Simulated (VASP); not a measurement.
# CdSe (F-43m) in VASP: further runs

CdSe is run at these levels: LDA, PBE+D4, RPBE, r2SCAN+rVV10; tasks: single point, relaxation of cell and atoms.

Program: VASP 6.6.1. These are calculated values, not measurements. Logs are shortened: lines on timing, memory, paths and dates and some standing lists are left out, and cuts for length are marked.

## Step 1: The cell of the first run

It takes space group F-43m (No. 216, cubic). The conventional cell has a = 6.010 Å, b = 6.010 Å, c = 6.010 Å, α = 90.00°, β = 90.00°, γ = 90.00°. Cd (site symmetry -43m) has 4 Se at 2.60 Å within 3.4 Å. Se (site symmetry -43m) has 4 Cd at 2.60 Å within 3.4 Å.

## Step 2: Single point, LDA

INCAR reads:

```
SYSTEM = CdSe
ALGO     = Normal         ! electronic algorithm
EDIFF    = 1E-7           ! SCF threshold, eV
ENCUT    = 520            ! plane-wave cutoff, eV
ISIF     = 2              ! what is computed and relaxed
ISMEAR   = 0              ! smearing method
LASPH    = .TRUE.         ! aspherical terms in the spheres
LCHARG   = .FALSE.        ! write CHGCAR
LREAL    = .FALSE.        ! projectors in reciprocal space
LWAVE    = .FALSE.        ! write WAVECAR
NBANDS   = 16             ! bands
NELM     = 60             ! most SCF steps
PREC     = Accurate       ! precision mode
SIGMA    = 0.01           ! smearing width, eV
```

KPOINTS reads:

```
k-points
0
G
  5 5 5
  0 0 0
```

POSCAR reads:

```
CdSe
1.0
    0.0000000000      3.0049396609      3.0049396609
    3.0049396609      0.0000000000      3.0049396609
    3.0049396609      3.0049396609      0.0000000000
Cd Se
1 1
Direct
    0.0000000000      0.0000000000      0.0000000000
    0.7500000000      0.7500000000      0.7500000000
```

Potentials or basis: VASP PAW LDA potentials, release 64 (Cd, Se).

Started as:

```sh
$ cat potpaw_LDA.64/Cd/POTCAR potpaw_LDA.64/Se/POTCAR > POTCAR
$ mpirun -np 1 vasp_std > vasp.out
```

OUTCAR:

```text
SYSTEM = CdSe
   EDIFF = 1E-7
   ENCUT = 520
   ISIF = 2
   ISMEAR = 0
   LASPH = .TRUE.
   LREAL = .FALSE.
   NELM = 60
   PREC = Accurate

 ion  position               nearest neighbor table
   1  0.000  0.000  0.000-   2 2.60   2 2.60   2 2.60   2 2.60
   2  0.750  0.750  0.750-   1 2.60   1 2.60   1 2.60   1 2.60

  LATTYP: Found a face centered cubic cell.
 ALAT       =     6.0098793218

  Lattice vectors:

 A1 = (   0.0000000000,   3.0049396609,   3.0049396609)
 A2 = (   3.0049396609,   0.0000000000,   3.0049396609)
 A3 = (   3.0049396609,   3.0049396609,   0.0000000000)

Analysis of symmetry for initial positions (statically):
=====================================================================
 Subroutine PRICEL returns:
 Original cell was already a primitive cell.

 Routine SETGRP: Setting up the symmetry group for a
 face centered cubic supercell.

 Subroutine GETGRP returns: Found 24 space group operations
 (whereof 24 operations were pure point group operations)
 out of a pool of 48 trial point group operations.

The static configuration has the point symmetry T_d .

Analysis of symmetry for dynamics (positions and initial velocities):
=====================================================================
 Subroutine PRICEL returns:
 Original cell was already a primitive cell.

 Routine SETGRP: Setting up the symmetry group for a
 face centered cubic supercell.

 Subroutine GETGRP returns: Found 24 space group operations
 (whereof 24 operations were pure point group operations)
 out of a pool of 48 trial point group operations.

The dynamic configuration has the point symmetry T_d .

 Subroutine INISYM returns: Found 24 space group operations
 (whereof 24 operations are pure point group operations),
 and found     1 'primitive' translations

----------------------------------------------------------------------------------------

                                     Primitive cell

  volume of cell :      54.2672

  direct lattice vectors                    reciprocal lattice vectors
     0.000000000  3.004939661  3.004939661    -0.166392692  0.166392692  0.166392692
     3.004939661  0.000000000  3.004939661     0.166392692 -0.166392692  0.166392692
     3.004939661  3.004939661  0.000000000     0.166392692  0.166392692 -0.166392692

  length of vectors
     4.249626423  4.249626423  4.249626423     0.288200597  0.288200597  0.288200597

  position of ions in fractional coordinates (direct lattice)
     0.000000000  0.000000000  0.000000000
[... 62 lines left out ...]
   NELM   =     60;   NELMIN=  2; NELMDL= -5     # of ELM steps
   EDIFF  = 0.1E-06   stopping-criterion for ELM
   LREAL  =      F    real-space projection
   EDIFFG = 0.1E-05   stopping-criterion for IOM
   NSW    =      0    number of steps for IOM
   IBRION =     -1    ionic relax: 0-MD 1-quasi-New 2-CG
   NFREE  =      0    steps in history (QN), initial steepest desc. (CG)
   ISIF   =      2    stress and relaxation
   ISYM   =      2    0-nonsym 1-usesym 2-fastsym
   POTIM  = 0.5000    time-step for ionic-motion
   TEBEG  =    0.0;   TEEND  =   0.0 temperature during run
   PSTRESS=    0.0 pullay stress
   NELECT =      18.0000    total number of electrons
   NUPDOWN=      -1.0000    fix difference up-down
   EMIN   =  10.00;   EMAX   =-10.00  energy-range for DOS
   EFERMI =   0.00;   METHOD = LEGACY
   ISMEAR =     0;   SIGMA  =   0.01  broadening in eV -4-tet -1-fermi 0-gaus
   EFERMI_NEDOS =   21; number of points for ismear=-14 and -15
   IALGO  =     38    algorithm
   IMIX   =      4    mixing-type and parameters
     AMIX     =   0.40;   BMIX     =  1.00
     AMIX_MAG =   1.60;   BMIX_MAG =  1.00
  volume/ion in A,a.u.               =      27.13       183.11
  Fermi-wavevector in a.u.,A,eV,Ry     =   1.133235  2.141503 17.472890  1.284221
  Thomas-Fermi vector in A             =   2.269937
   LORBIT       =      0    0 simple, 1 ext, 2 COOP (PROOUT), +10 PAW based schemes
   GGA     = CA    functional components
   LHFCALC =     F    Hartree Fock is set to
   AEXX    =    0.0000 exact exchange contribution
   IVDW    =     0    specifies the selected vdW correction
   LEPSILON=     F    determine dielectric tensor
   LRPA    =     F    only Hartree local field effects (RPA)
 non-spin polarized calculation
 Gauss-broadening in eV      SIGMA  =   0.01
  energy-cutoff  :      520.00
  volume of cell :       54.27
 maximum number of plane-waves:      1476
   NGX = 15   NGY = 15   NGZ = 15

 number of electron      17.9999994 magnetization

 Free energy of the ion-electron system (eV)
  ---------------------------------------------------
  ext. energy  EPLUGINS =         0.00000000
  ---------------------------------------------------
  free energy    TOTEN  =        -6.74481419 eV

  energy without entropy =       -6.74481419  energy(sigma->0) =       -6.74481419

 E-fermi :   1.1891     XC(G=0):  -9.4475

 val. band max:        1.1245407353   @ k =   0.0000   0.0000   0.0000
 cond. band min:       1.5530717840   @ k =   0.0000   0.0000   0.0000
 fundamental gap:      0.4285310487
 Fermi energy:         1.1891228783

 k-point     1 :       0.0000    0.0000    0.0000
  band No.  band energies     occupation
      1     -11.7302      2.00000
      2      -6.9715      2.00000
      3      -6.9715      2.00000
      4      -6.9715      2.00000
      5      -6.5530      2.00000
      6      -6.5530      2.00000
[... 167 lines left out ...]
      3      -6.7735      2.00000
      4      -6.6137      2.00000
      5      -6.5322      2.00000
      6      -6.1169      2.00000
[... 8 lines left out ...]
     15      12.8624      0.00000
     16      14.9042      0.00000

------------------------ aborting loop because EDIFF is reached ----------------------------------------

  FORCE on cell =-STRESS in cart. coord.  units (eV):
  Direction    XX          YY          ZZ          XY          YZ          ZX
  --------------------------------------------------------------------------------------
  -------------------------------------------------------------------------------------
  Total        0.1647536      0.1647536      0.1647536     -0.0000000     -0.0000000      0.0000000
  in kB        4.8641642      4.8641642      4.8641642     -0.0000000     -0.0000000      0.0000000
  external PRESSURE =       4.8641642 kB  Pullay stress =       0.0000000 kB

 VOLUME and BASIS-vectors are now :
 -----------------------------------------------------------------------------
  energy-cutoff  :      520.00
  volume of cell :       54.27
      direct lattice vectors                 reciprocal lattice vectors
     0.000000000  3.004939661  3.004939661    -0.166392692  0.166392692  0.166392692
     3.004939661  0.000000000  3.004939661     0.166392692 -0.166392692  0.166392692
     3.004939661  3.004939661  0.000000000     0.166392692  0.166392692 -0.166392692

 POSITION                                       TOTAL-FORCE (eV/Angst)
 -----------------------------------------------------------------------------------
      0.00000      0.00000      0.00000         0.000000      0.000000      0.000000
      4.50741      4.50741      4.50741        -0.000000     -0.000000     -0.000000
 -----------------------------------------------------------------------------------
    total drift:                               -0.000000     -0.000000      0.000000

  FREE ENERGIE OF THE ION-ELECTRON SYSTEM (eV)
  ---------------------------------------------------
  free  energy   TOTEN  =        -6.7448141947 eV

  energy  without entropy=       -6.7448141947  energy(sigma->0) =       -6.74481419
```

It took 12 s on 1 thread of AMD EPYC 7R13, shared host; peak memory 0.12 GiB.

Results:

```
Free energy            : -6.7448 eV
Pressure               : 0.5 GPa
Band gap on the k mesh : 0.43 eV, direct
```

## Step 3: Single point, PBE+D4

This run uses another cell than the first one, of 28.58 Å³/atom, 1.053 times its volume.

INCAR reads:

```
SYSTEM = CdSe
PREC = Accurate
ENCUT = 520
EDIFF = 1E-6
ISMEAR = 0
SIGMA = 0.01
LREAL = .FALSE.
LASPH = .TRUE.
NELM = 100
ALGO = Normal
ISIF = 2
LWAVE = .FALSE.
LCHARG = .FALSE.
GGA = PE
IVDW = 13
NBANDS = 16
```

KPOINTS reads:

```
regular mesh
0
G
  5 5 5
  0 0 0
```

POSCAR reads:

```
CdSe
1.0
    0.0000000000      3.0574452840      3.0574452840
    3.0574452840      0.0000000000      3.0574452840
    3.0574452840      3.0574452840      0.0000000000
Cd Se
1 1
Direct
    0.0000000000      0.0000000000      0.0000000000
    0.7500000000      0.7500000000      0.7500000000
```

Potentials or basis: VASP PAW PBE potentials, release 64 (Cd, Se).

Started as:

```sh
$ cat potpaw_PBE.64/Cd/POTCAR potpaw_PBE.64/Se/POTCAR > POTCAR
$ mpirun -np 1 vasp_std > vasp.out
```

Wall time 13 s (1 thread of AMD EPYC 7R13, shared host); peak memory 0.15 GiB.

The run converged. Its results:

```yaml
Free_energy: -6.1040 eV
Pressure: 0.3 GPa
Band_gap_on_the_k_mesh: 0.57 eV, direct
Dispersion_energy_per_atom: -0.318 eV
```

Levels at points of the mesh, in eV from the valence-band top:
| k point | band 6 | band 7 | band 8 | band 9 | band 10 | band 11 | band 12 | band 13 |
| --- | --- | --- | --- | --- | --- | --- | --- | --- |
| (0.00, 0.00, 0.00) | -7.54 | 0.00 | 0.00 | 0.00 | 0.57 | 5.93 | 5.93 | 5.93 |

## Step 4: Single point, RPBE

This run uses another cell than the first one, of 31.05 Å³/atom, 1.144 times its volume.

INCAR reads:

```
PREC = Accurate ; ENCUT = 520
EDIFF = 1E-6 ; ISMEAR = 0
SIGMA = 0.01 ; LREAL = F
LASPH = T ; NELM = 60
ALGO = Normal ; ISIF = 2
LWAVE = F ; LCHARG = F
GGA = RP ; NBANDS = 16
```

KPOINTS reads:

```
regular mesh
0
Gamma
  5 5 5
```

POSCAR reads:

```
CdSe
1.0
    0.0000000000      3.1431501462      3.1431501462
    3.1431501462      0.0000000000      3.1431501462
    3.1431501462      3.1431501462      0.0000000000
Cd Se
1 1
Direct
    0.0000000000      0.0000000000      0.0000000000
    0.7500000000      0.7500000000      0.7500000000
```

Potentials or basis: VASP PAW PBE potentials, release 64 (Cd, Se).

Started as:

```sh
$ cat potpaw_PBE.64/Cd/POTCAR potpaw_PBE.64/Se/POTCAR > POTCAR
$ mpirun -np 1 vasp_std > vasp.out
```

OUTCAR:

```text
PREC = Accurate
   ENCUT = 520
   EDIFF = 1E-6
   ISMEAR = 0
   LREAL = F
   LASPH = T
   NELM = 60
   ISIF = 2
   GGA = RP

 ion  position               nearest neighbor table
   1  0.000  0.000  0.000-   2 2.72   2 2.72   2 2.72   2 2.72
   2  0.750  0.750  0.750-   1 2.72   1 2.72   1 2.72   1 2.72

  LATTYP: Found a face centered cubic cell.
 ALAT       =     6.2863002924

  Lattice vectors:

 A1 = (   0.0000000000,   3.1431501462,   3.1431501462)
 A2 = (   3.1431501462,   0.0000000000,   3.1431501462)
 A3 = (   3.1431501462,   3.1431501462,   0.0000000000)

Analysis of symmetry for initial positions (statically):
=====================================================================
 Subroutine PRICEL returns:
 Original cell was already a primitive cell.

 Routine SETGRP: Setting up the symmetry group for a
 face centered cubic supercell.

 Subroutine GETGRP returns: Found 24 space group operations
 (whereof 24 operations were pure point group operations)
 out of a pool of 48 trial point group operations.

The static configuration has the point symmetry T_d .

Analysis of symmetry for dynamics (positions and initial velocities):
[... 144 lines left out ...]

 E-fermi :   0.4094     XC(G=0):  -8.1834

 val. band max:        0.3413865593   @ k =   0.0000   0.0000   0.0000
 cond. band min:       0.9123978621   @ k =   0.0000   0.0000   0.0000
 fundamental gap:      0.5710113028
 Fermi energy:         0.4094214162

 k-point     1 :       0.0000    0.0000    0.0000
  band No.  band energies     occupation
      1     -11.6959      2.00000
      2      -7.3315      2.00000
      3      -7.3315      2.00000
      4      -7.3315      2.00000
      5      -7.0575      2.00000
      6      -7.0575      2.00000
[... 167 lines left out ...]
      3      -7.1956      2.00000
      4      -7.0909      2.00000
      5      -7.0415      2.00000
      6      -6.7438      2.00000
[... 8 lines left out ...]
     15      11.8350      0.00000
     16      13.5587      0.00000

------------------------ aborting loop because EDIFF is reached ----------------------------------------

  FORCE on cell =-STRESS in cart. coord.  units (eV):
  Direction    XX          YY          ZZ          XY          YZ          ZX
  --------------------------------------------------------------------------------------
  -------------------------------------------------------------------------------------
  Total        0.0776663      0.0776663      0.0776663      0.0000000     -0.0000000      0.0000000
  in kB        2.0036310      2.0036310      2.0036310      0.0000000     -0.0000000      0.0000000
  external PRESSURE =       2.0036310 kB  Pullay stress =       0.0000000 kB

 VOLUME and BASIS-vectors are now :
 -----------------------------------------------------------------------------
  energy-cutoff  :      520.00
  volume of cell :       62.10
      direct lattice vectors                 reciprocal lattice vectors
     0.000000000  3.143150146  3.143150146    -0.159076079  0.159076079  0.159076079
     3.143150146  0.000000000  3.143150146     0.159076079 -0.159076079  0.159076079
     3.143150146  3.143150146  0.000000000     0.159076079  0.159076079 -0.159076079

 POSITION                                       TOTAL-FORCE (eV/Angst)
 -----------------------------------------------------------------------------------
      0.00000      0.00000      0.00000        -0.000000     -0.000000     -0.000000
      4.71473      4.71473      4.71473         0.000000      0.000000      0.000000
 -----------------------------------------------------------------------------------
    total drift:                                0.000000      0.000000      0.000000

  FREE ENERGIE OF THE ION-ELECTRON SYSTEM (eV)
  ---------------------------------------------------
  free  energy   TOTEN  =        -4.8691054977 eV

  energy  without entropy=       -4.8691054977  energy(sigma->0) =       -4.86910550
```

OSZICAR:

```text
N       E                     dE             d eps       ncg     rms          rms(c)
DAV:   1     0.109212508478E+03    0.10921E+03   -0.89378E+03   320   0.101E+03
DAV:   2    -0.117073643429E+01   -0.11038E+03   -0.10477E+03   360   0.250E+02
DAV:   3    -0.523645301644E+01   -0.40657E+01   -0.40577E+01   376   0.496E+01
DAV:   4    -0.525473858237E+01   -0.18286E-01   -0.18285E-01   400   0.330E+00
DAV:   5    -0.525487227289E+01   -0.13369E-03   -0.13369E-03   368   0.243E-01    0.533E+00
DAV:   6    -0.488063094589E+01    0.37424E+00   -0.55481E-01   408   0.786E+00    0.432E+00
DAV:   7    -0.486315878546E+01    0.17472E-01   -0.15711E-01   376   0.255E+00    0.186E+00
DAV:   8    -0.486756804360E+01   -0.44093E-02   -0.13397E-02   336   0.132E+00    0.271E-01
DAV:   9    -0.486870589460E+01   -0.11379E-02   -0.20741E-03   376   0.471E-01    0.644E-02
DAV:  10    -0.486892451063E+01   -0.21862E-03   -0.24139E-04   384   0.173E-01    0.551E-02
DAV:  11    -0.486910536498E+01   -0.18085E-03   -0.35211E-04   360   0.103E-01    0.225E-02
DAV:  12    -0.486910549775E+01   -0.13277E-06   -0.24880E-06   392   0.101E-02
   1 F= -.48691055E+01 E0= -.48691055E+01  d E =-.106953E-23
```

It took 21 s on 1 thread of AMD EPYC 7R13, shared host; peak memory 0.17 GiB.

Results:

| Quantity | Value |
| --- | --- |
| Free energy | -4.8691 eV |
| Pressure | 0.2 GPa |
| Band gap on the k mesh | 0.57 eV, direct |

Caveat: the PAW data sets were made with another functional, which shifts forces and pressure a little.

[end of part 1 of 2]
